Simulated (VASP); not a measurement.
# Mg12H (a cell with a defect) in VASP: notebook, part 2 of 3

VASP 6.6.1.

### Step 3. Single point, PBE+D3(BJ)

The input, INCAR:

```
  PREC = Accurate
  ENCUT = 520
  EDIFF = 1E-6
  ISMEAR = -1
  SIGMA = 0.1
  LREAL = False
  LASPH = True
  NELM = 100
  ALGO = Normal
  ISIF = 2
  LWAVE = False
  LCHARG = False
  GGA = PE
  IVDW = 12
  NBANDS = 24
```

The input, KPOINTS:

```
Automatic mesh
0
Gamma
  2 2 2
```

The input, POSCAR:

```
Mg12H
1.0
    6.4200000000      0.0000000000      0.0000000000
   -4.8150000000      8.3398250000      0.0000000000
    0.0000000000      0.0000000000      5.2130400000
Mg H
12 1
Direct
    0.0218283855      0.0366434547      0.0129866642
    0.1914217321      0.2527990695      0.5632989580
    0.0003940915      0.3474413432      0.0218682381
    0.1105913131      0.5376731526      0.4412780259
    0.0187253452      0.7226410626     -0.0732202323
    0.1607292719      0.9212423522      0.4776483587
    0.4930439079     -0.0055157033      0.0450600801
    0.6812242852      0.2262637405      0.4276775164
    0.4626081171      0.3297910927      0.0572218897
    0.6656621688      0.5789929645      0.4654481838
    0.4539916885      0.6606493542     -0.0152310360
    0.6669747389      0.8931002749      0.5467635008
    0.3600735835      0.7469101570      0.6410846646
```

Potentials or basis: VASP PAW PBE potentials, release 64 (Mg, H).

Started as:

```bash
$ cat potpaw_PBE.64/Mg/POTCAR potpaw_PBE.64/H/POTCAR > POTCAR
$ mpirun -np 1 vasp_std > vasp.out
```

OUTCAR:

```text
PREC = Accurate
   ENCUT = 520
   EDIFF = 1E-6
   ISMEAR = -1
   LREAL = False
   LASPH = True
   NELM = 100
   ISIF = 2
   GGA = PE
   IVDW = 12
 IVDW          = 12

 ion  position               nearest neighbor table
   1  0.022  0.037  0.013-   9 2.84   2 2.96   6 2.98   5 3.05   3 3.06  12 3.14   7 3.22   7 3.25
                             6 3.29   2 3.39  12 3.42  11 3.64
   2  0.191  0.253  0.563-   1 2.96   9 2.99   3 3.03   9 3.04   4 3.10   6 3.13  10 3.14   8 3.23
                             8 3.36   3 3.38   1 3.39  12 3.42
   3  0.000  0.347  0.022-   4 2.71   8 2.76  11 2.97   2 3.03   9 3.06   1 3.06   7 3.33   9 3.38
                             2 3.38   4 3.42   8 3.57   5 3.59
   4  0.111  0.538  0.441-  13 2.12   3 2.71   8 2.89  11 3.05  10 3.08   2 3.10   5 3.31  10 3.38
                            11 3.42   3 3.42   5 3.43  12 3.54   6 3.55
   5  0.019  0.723  0.927-   6 2.87   7 2.92   1 3.05  10 3.11  11 3.15   4 3.31   6 3.32  11 3.38
                             4 3.43  10 3.44   3 3.59
   6  0.161  0.921  0.478-   5 2.87   7 2.94   1 2.98  12 3.06   2 3.13   8 3.17  10 3.24   1 3.29
                             5 3.32  12 3.41   7 3.51   4 3.55
   7  0.493  0.994  0.045-   8 2.78   5 2.92   6 2.94  11 3.11  12 3.17  12 3.18   1 3.22   1 3.25
                             9 3.33   3 3.33   6 3.51
   8  0.681  0.226  0.428-   3 2.76   7 2.78   9 2.84   4 2.89   6 3.17  12 3.22   2 3.23   2 3.36
                            10 3.45   3 3.57
   9  0.463  0.330  0.057-   1 2.84   8 2.84  10 2.98   2 2.99   2 3.04   3 3.06  11 3.24   7 3.33
                             3 3.38
  10  0.666  0.579  0.465-   9 2.98  12 3.05   4 3.08   5 3.11  11 3.13   2 3.14   6 3.24  11 3.30
                             4 3.38   5 3.44   8 3.45
  11  0.454  0.661  0.985-  13 2.18   3 2.97  12 3.01   4 3.05   7 3.11  10 3.13   5 3.15   9 3.24
                            10 3.30   5 3.38   4 3.42  12 3.52   1 3.64
  12  0.667  0.893  0.547-  13 1.83  11 3.01  10 3.05   6 3.06   1 3.14   7 3.17   7 3.18   8 3.22
                             6 3.41   2 3.42   1 3.42  11 3.52   4 3.54
  13  0.360  0.747  0.641-  12 1.83   4 2.12  11 2.18

  LATTYP: Found a simple monoclinic cell.
 ALAT       =     6.4200000000
 B/A-ratio  =     0.8120000000
 C/A-ratio  =     1.3228757108
 COS(beta)  =    -0.1889822286

  Lattice vectors:

[... 174 lines left out ...]

 Free energy of the ion-electron system (eV)
  ---------------------------------------------------
  ext. energy  EPLUGINS =         0.00000000
  ---------------------------------------------------
  free energy    TOTEN  =       -19.60084619 eV

  energy without entropy =      -19.43255721  energy(sigma->0) =      -19.51670170

 E-fermi :   2.4458     XC(G=0):  -8.4781

 val. band max:        2.3485743634   @ k =   0.0000   0.0000   0.0000
 cond. band min:       2.4494977002   @ k =   0.0000   0.5000   0.0000
 fundamental gap:      0.1009233368
 Fermi energy:         2.4457580011

 k-point     1 :       0.0000    0.0000    0.0000
  band No.  band energies     occupation
      1      -4.7366      2.00000
      2      -3.0363      2.00000
      3      -2.1977      2.00000
      4      -1.1881      2.00000
      5      -0.6116      2.00000
      6      -0.0797      2.00000
[... 205 lines left out ...]
     23       5.9216      0.00000
     24       5.9940      0.00000

------------------------ aborting loop because EDIFF is reached ----------------------------------------

 Edisp (eV)   -3.46298

 E8    (eV) :    -1.5047

  FORCE on cell =-STRESS in cart. coord.  units (eV):
  Direction    XX          YY          ZZ          XY          YZ          ZX
  --------------------------------------------------------------------------------------
  -------------------------------------------------------------------------------------
  Total      -4.02974     0.40766     4.14138     2.56181     0.42948    -0.89124
  in kB     -23.13155     2.34004    23.77239    14.70531     2.46533    -5.11588
  external pressure =        0.99 kB  Pullay stress =        0.00 kB

 VOLUME and BASIS-vectors are now :
 -----------------------------------------------------------------------------
  energy-cutoff  :      520.00
  volume of cell :      279.11
      direct lattice vectors                 reciprocal lattice vectors
     6.420000000  0.000000000  0.000000000     0.155763240  0.089929945  0.000000000
    -4.815000000  8.339825000  0.000000000     0.000000000  0.119906593  0.000000000
     0.000000000  0.000000000  5.213040000     0.000000000  0.000000000  0.191826650

 POSITION                                       TOTAL-FORCE (eV/Angst)
 -----------------------------------------------------------------------------------
     -0.03630      0.30560      0.06770        -0.481406     -0.483308      0.139383
      0.01170      2.10830      2.93650        -0.171140     -0.105914     -0.334311
     -1.67040      2.89760      0.11400        -0.126707     -0.358210     -1.200866
     -1.87890      4.48410      2.30040         0.178461      1.103900      0.786063
     -3.35930      6.02670      4.83134        -0.215672     -0.851028      0.522007
     -3.40390      7.68300      2.49000         0.266671      0.001759      0.016921
     -1.62310      8.29382      0.23490         0.220360      0.201693     -0.688426
      3.28400      1.88700      2.22950        -0.213552     -0.263654      1.611638
      1.38200      2.75040      0.29830         0.392705      0.522002     -0.609538
      1.48570      4.82870      2.42640         0.076432     -0.110888      0.151596
     -0.26640      5.50970      5.13364         0.292650      0.231826     -0.167523
     -0.01830      7.44830      2.85030         0.166820      0.698173     -0.471520
     -1.28470      6.22910      3.34200        -0.385621     -0.586351      0.244576
 -----------------------------------------------------------------------------------
    total drift:                               -0.000137      0.000091     -0.000127

  FREE ENERGIE OF THE ION-ELECTRON SYSTEM (eV)
  ---------------------------------------------------
  free  energy   TOTEN  =       -23.0638281570 eV

  energy  without entropy=      -22.8955391739  energy(sigma->0) =      -22.97968367
```

OSZICAR:

```text
N       E                     dE             d eps       ncg     rms          rms(c)
DAV:   1     0.247380028496E+02    0.24738E+02   -0.72464E+03   384   0.741E+02
DAV:   2    -0.179977550707E+02   -0.42736E+02   -0.40190E+02   464   0.901E+01
DAV:   3    -0.201556564104E+02   -0.21579E+01   -0.21220E+01   504   0.174E+01
DAV:   4    -0.201799863437E+02   -0.24330E-01   -0.24310E-01   448   0.206E+00
DAV:   5    -0.201802541731E+02   -0.26783E-03   -0.26782E-03   512   0.239E-01    0.381E+00
DAV:   6    -0.197041396809E+02    0.47611E+00   -0.50775E-01   496   0.250E+00    0.199E+00
DAV:   7    -0.196072554111E+02    0.96884E-01   -0.54544E-01   456   0.240E+00    0.630E-01
DAV:   8    -0.196028520876E+02    0.44033E-02   -0.68486E-02   432   0.104E+00    0.351E-01
DAV:   9    -0.196009736156E+02    0.18785E-02   -0.66939E-03   472   0.301E-01    0.577E-02
DAV:  10    -0.196008460341E+02    0.12758E-03   -0.39481E-04   440   0.863E-02    0.168E-02
DAV:  11    -0.196008433854E+02    0.26487E-05   -0.85314E-05   488   0.304E-02    0.936E-03
DAV:  12    -0.196008446629E+02   -0.12775E-05   -0.77430E-06   464   0.119E-02    0.270E-03
DAV:  13    -0.196008461754E+02   -0.15125E-05   -0.17476E-06   376   0.416E-03    0.100E-03
DAV:  14    -0.196008461910E+02   -0.15617E-07   -0.96531E-08   232   0.128E-03
   1 F= -.23063828E+02 E0= -.22979684E+02  d E =-.168289E+00
```

stdout:

```text
POSCAR found type information on POSCAR MgH
 POSCAR found :  2 types and      13 ions
 scaLAPACK will be used
 LDA part: xc-table for (Slater+PW92), standard interpolation
 POSCAR, INCAR and KPOINTS ok, starting setup
 FFT: planning ... GRIDC
 FFT: planning ... GRID_SOFT
 FFT: planning ... GRID
 WAVECAR not read
 entering main loop
```

Run time: 78 s. Hardware: 1 thread of Intel Xeon Platinum 8375C at 2.90GHz (Ice Lake), shared host; peak memory 0.37 GiB.

What came out:

```
Free energy                : -23.0638 eV
Pressure                   : 0.1 GPa
Largest force              : 1.647 eV/Å
Dispersion energy per atom : -0.266 eV
```

Forces in eV/Å, atoms in the order of the input:
```
Mg  -0.481 -0.483  0.139
Mg  -0.171 -0.106 -0.334
Mg  -0.127 -0.358 -1.201
Mg   0.178  1.104  0.786
Mg  -0.216 -0.851  0.522
Mg   0.267  0.002  0.017
Mg   0.220  0.202 -0.688
Mg  -0.214 -0.264  1.612
Mg   0.393  0.522 -0.610
Mg   0.076 -0.111  0.152
Mg   0.293  0.232 -0.168
Mg   0.167  0.698 -0.472
H   -0.386 -0.586  0.245
```

Stress tensor (GPa, compression positive):
```
-2.31  1.47 -0.51
 1.47  0.23  0.25
-0.51  0.25  2.38
```

Levels at points of the mesh, in eV from the Fermi level:
| k point | band 9 | band 10 | band 11 | band 12 | band 13 | band 14 | band 15 | band 16 |
| --- | --- | --- | --- | --- | --- | --- | --- | --- |
| (0.00, 0.00, 0.00) | -1.27 | -0.51 | -0.10 | 0.10 | 0.27 | 0.65 | 0.84 | 1.42 |
| (0.50, 0.00, 0.00) | -0.47 | -0.34 | -0.19 | 0.03 | 0.08 | 0.32 | 0.42 | 0.50 |
| (0.00, 0.50, 0.00) | -1.23 | -0.96 | -0.75 | -0.67 | -0.34 | 0.00 | 1.40 | 1.91 |
| (0.50, 0.50, 0.00) | -0.41 | -0.26 | 0.06 | 0.59 | 0.87 | 0.94 | 1.14 | 1.27 |
| (0.00, 0.00, 0.50) | -1.81 | -1.55 | -1.12 | -0.90 | -0.52 | -0.31 | 0.82 | 1.19 |
| (0.50, 0.00, 0.50) | -1.33 | -0.76 | -0.68 | -0.46 | 0.61 | 0.82 | 0.89 | 1.12 |
| (0.00, 0.50, 0.50) | -1.24 | -1.13 | -0.96 | -0.93 | -0.63 | -0.43 | -0.26 | -0.11 |
| (0.50, 0.50, 0.50) | -2.11 | -2.00 | -1.83 | -1.73 | 1.06 | 2.24 | 2.34 | 2.40 |

Caveat: the k points lie up to 0.60 Å⁻¹ apart.

### Step 4. Single point, PBE+D3(BJ)

The input, INCAR:

```
SYSTEM = Mg12H
PREC = Accurate ; ENCUT = 520
EDIFF = 1E-7 ; ISMEAR = -1
SIGMA = 0.1 ; LREAL = .FALSE.
LASPH = .TRUE. ; NELM = 80
ALGO = Normal ; ISIF = 2
LWAVE = .FALSE. ; LCHARG = .FALSE.
GGA = PE ; IVDW = 12
NBANDS = 24
```

The input, KPOINTS:

```
regular mesh
0
G
  2 2 2
  0 0 0
```

The input, POSCAR:

```
Mg12H
1.0
    6.4200000000      0.0000000000      0.0000000000
   -4.8150000000      8.3398250000      0.0000000000
    0.0000000000      0.0000000000      5.2130400000
Mg H
12 1
Direct
   -0.0169111963      0.0613562035      0.0333778371
    0.1995790388      0.2842985314      0.5836325829
   -0.0653526702      0.3620219849      0.0071551340
    0.1968882458      0.6325072768      0.4469752774
   -0.0099088190      0.7008900067     -0.0845380047
    0.1346749760      0.8868771227      0.4416616792
    0.5406261658      0.0660685326      0.0751384988
    0.7036414163      0.2885312342      0.4775332627
    0.4299083431      0.3476451844      0.0840584381
    0.6713495445      0.5772303376      0.4288668416
    0.4886537880      0.6919329842     -0.0373678314
    0.6742826571      0.9226572500      0.5346784218
    0.1336820236      0.5582011613      0.7975384804
```

Potentials or basis: VASP PAW PBE potentials, release 64 (Mg, H).

Started as:

```bash
$ cat potpaw_PBE.64/Mg/POTCAR potpaw_PBE.64/H/POTCAR > POTCAR
$ mpirun -np 1 vasp_std > vasp.out
```

OUTCAR:

```text
SYSTEM = Mg12H
   PREC = Accurate
   ENCUT = 520
   EDIFF = 1E-7
   ISMEAR = -1
   LREAL = .FALSE.
   LASPH = .TRUE.
   NELM = 80
   ISIF = 2
   GGA = PE
   IVDW = 12
 IVDW          = 12

 ion  position               nearest neighbor table
   1  0.983  0.061  0.033-   9 2.83   7 2.87   2 3.01   3 3.07  12 3.13  12 3.15   6 3.15  11 3.40
                             2 3.43   5 3.55   7 3.56
   2  0.200  0.284  0.584-   9 2.91   9 2.91   1 3.01  10 3.04   3 3.10   8 3.25   8 3.26   1 3.43
                             4 3.44  12 3.44
[... 451 lines left out ...]
 -----------------------------------------------------------------------------
  energy-cutoff  :      520.00
  volume of cell :      279.11
      direct lattice vectors                 reciprocal lattice vectors
     6.420000000  0.000000000  0.000000000     0.155763240  0.089929945  0.000000000
    -4.815000000  8.339825000  0.000000000     0.000000000  0.119906593  0.000000000
     0.000000000  0.000000000  5.213040000     0.000000000  0.000000000  0.191826650

 POSITION                                       TOTAL-FORCE (eV/Angst)
 -----------------------------------------------------------------------------------
      6.01600      0.51170      0.17400         0.410626     -0.618811      0.058359
     -0.08760      2.37100      3.04250        -0.275729     -0.336437     -0.300169
      4.25730      3.01920      0.03730         0.675313      0.905286     -0.389359
     -1.78150      5.27500      2.33010         0.485076     -1.053728     -0.274343
      2.98160      5.84530      4.77234        -0.037102     -0.042206      0.413800
     -3.40570      7.39640      2.30240        -0.464697      1.346269      0.035681
      3.15270      0.55100      0.39170        -0.781419     -1.194657     -0.949573
      3.12810      2.40630      2.48940        -0.100624     -0.373837      1.282786
      1.08610      2.89930      0.43820         0.226583      0.009584     -0.891805
      1.53070      4.81400      2.23570        -0.147506      0.874428      0.602373
     -0.19450      5.77060      5.01824        -0.035875     -0.018639      0.020734
     -0.11370      7.69480      2.78730         0.008855      0.381284     -0.065571
     -1.82950      4.65530      4.15760         0.036498      0.121464      0.457086
 -----------------------------------------------------------------------------------
    total drift:                                0.000011     -0.000062     -0.000125

  FREE ENERGIE OF THE ION-ELECTRON SYSTEM (eV)
  ---------------------------------------------------
  free  energy   TOTEN  =       -22.7253427805 eV

  energy  without entropy=      -22.5584376138  energy(sigma->0) =      -22.64189020
```

OSZICAR:

```text
N       E                     dE             d eps       ncg     rms          rms(c)
DAV:   1     0.254758289730E+02    0.25476E+02   -0.72200E+03   384   0.743E+02
DAV:   2    -0.176456590183E+02   -0.43121E+02   -0.40727E+02   456   0.905E+01
DAV:   3    -0.198480221829E+02   -0.22024E+01   -0.21674E+01   512   0.175E+01
DAV:   4    -0.198717158286E+02   -0.23694E-01   -0.23679E-01   448   0.202E+00
DAV:   5    -0.198719764634E+02   -0.26063E-03   -0.26063E-03   512   0.241E-01    0.387E+00
DAV:   6    -0.193706522703E+02    0.50132E+00   -0.56790E-01   456   0.272E+00    0.204E+00
DAV:   7    -0.192667580668E+02    0.10389E+00   -0.49874E-01   432   0.233E+00    0.669E-01
DAV:   8    -0.192622889561E+02    0.44691E-02   -0.59130E-02   464   0.958E-01    0.367E-01
DAV:   9    -0.192596620984E+02    0.26269E-02   -0.30609E-03   456   0.249E-01    0.820E-02
DAV:  10    -0.192595904013E+02    0.71697E-04   -0.10119E-03   456   0.114E-01    0.177E-02
DAV:  11    -0.192595735652E+02    0.16836E-04   -0.73217E-05   472   0.333E-02    0.809E-03
DAV:  12    -0.192595755855E+02   -0.20203E-05   -0.20471E-05   456   0.162E-02    0.409E-03
DAV:  13    -0.192595764764E+02   -0.89093E-06   -0.35147E-06   464   0.682E-03    0.163E-03
DAV:  14    -0.192595768548E+02   -0.37836E-06   -0.86891E-07   456   0.361E-03    0.705E-04
DAV:  15    -0.192595768532E+02    0.16366E-08   -0.81745E-08   320   0.890E-04
   1 F= -.22725343E+02 E0= -.22641890E+02  d E =-.166905E+00
```

stdout:

```text
POSCAR found type information on POSCAR MgH
 POSCAR found :  2 types and      13 ions
 scaLAPACK will be used
 LDA part: xc-table for (Slater+PW92), standard interpolation
 POSCAR, INCAR and KPOINTS ok, starting setup
 FFT: planning ... GRIDC
 FFT: planning ... GRID_SOFT
 FFT: planning ... GRID
 WAVECAR not read
 entering main loop
```

It took 90 s on 1 thread of Intel Xeon Platinum 8375C at 2.90GHz (Ice Lake), shared host; peak memory 0.35 GiB.

What came out:

```yaml
Free_energy: -22.7253 eV
Pressure: 0.8 GPa
Largest_force: 1.714 eV/Å
Dispersion_energy_per_atom: -0.267 eV
```

Forces in eV/Å, atoms in the order of the input:
```
Mg   0.411 -0.619  0.058
Mg  -0.276 -0.336 -0.300
Mg   0.675  0.905 -0.389
Mg   0.485 -1.054 -0.274
Mg  -0.037 -0.042  0.414
Mg  -0.465  1.346  0.036
Mg  -0.781 -1.195 -0.950
Mg  -0.101 -0.374  1.283
Mg   0.227  0.010 -0.892
Mg  -0.148  0.874  0.602
Mg  -0.036 -0.019  0.021
Mg   0.009  0.381 -0.066
H    0.036  0.121  0.457
```

Levels at points of the mesh, in eV from the Fermi level:
| k point | band 9 | band 10 | band 11 | band 12 | band 13 | band 14 | band 15 | band 16 |
| --- | --- | --- | --- | --- | --- | --- | --- | --- |
| (0.00, 0.00, 0.00) | -1.25 | -0.75 | -0.03 | 0.26 | 0.29 | 0.62 | 1.00 | 1.48 |
| (0.50, 0.00, 0.00) | -0.45 | -0.25 | -0.21 | -0.21 | 0.08 | 0.34 | 0.51 | 0.76 |
| (0.00, 0.50, 0.00) | -1.44 | -0.94 | -0.73 | -0.40 | -0.13 | 0.00 | 1.15 | 1.81 |
| (0.50, 0.50, 0.00) | -0.47 | -0.27 | 0.03 | 0.53 | 0.74 | 1.05 | 1.31 | 1.37 |
| (0.00, 0.00, 0.50) | -1.82 | -1.59 | -1.06 | -0.91 | -0.38 | -0.28 | 0.92 | 1.19 |
| (0.50, 0.00, 0.50) | -1.39 | -0.75 | -0.71 | -0.40 | 0.57 | 0.82 | 0.96 | 1.20 |
| (0.00, 0.50, 0.50) | -1.19 | -1.03 | -0.97 | -0.84 | -0.50 | -0.40 | -0.25 | -0.16 |
| (0.50, 0.50, 0.50) | -2.05 | -1.98 | -1.94 | -1.49 | 1.15 | 2.23 | 2.27 | 2.35 |

Caveat: the k points lie up to 0.60 Å⁻¹ apart.

[end of part 2 of 3]
